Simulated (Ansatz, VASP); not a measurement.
Two plane-wave programs on B

```
CELL_PARAMETERS angstrom
2.51963 1.45471 3.45184
-2.51963 1.45471 3.45184
0.00000 -2.90942 3.45184
ATOMIC_POSITIONS crystal
B 0.41218 0.41218 0.41218
B 0.58782 0.58782 0.58782
B 0.68302 0.31698 0.00000
B 0.00000 0.68302 0.31698
B 0.31698 0.00000 0.68302
B 0.30903 0.89048 0.11196
B 0.11196 0.30903 0.89048
B 0.89048 0.11196 0.30903
B 0.88804 0.10952 0.69097
B 0.10952 0.69097 0.88804
B 0.69097 0.88804 0.10952
```

Alike in both runs: functional PBE; k mesh 12 × 12 × 12; occupations gaussian, width 0.1 eV; no spin polarisation.

Ansatz relaxed the structure, and its values are those at the end. VASP's run is a single point on that final structure, the one shown.

```csv
,VASP,Ansatz
version,VASP 6.6.1,Ansatz 0.2.0
potentials or method,"VASP PAW PBE potentials, release 64 (B), cutoff 520 eV","scalar-relativistic, plane waves, PAW"
valence electrons in the cell,33,33
```

|  | VASP | Ansatz | Ansatz less VASP |
| --- | --- | --- | --- |
| gap on the k mesh at the Fermi level (eV) | none | none | - |
| pressure (GPa) | 0.0 | 0.0 | -0.04 |
| rms of the force components (eV/Å) | 0.006 | 0.001 | -0.0046 |

A gap of «none» marks a metal or a gap that the smearing closes. With one functional, cell and mesh, what is left measures potentials, basis and numerics.
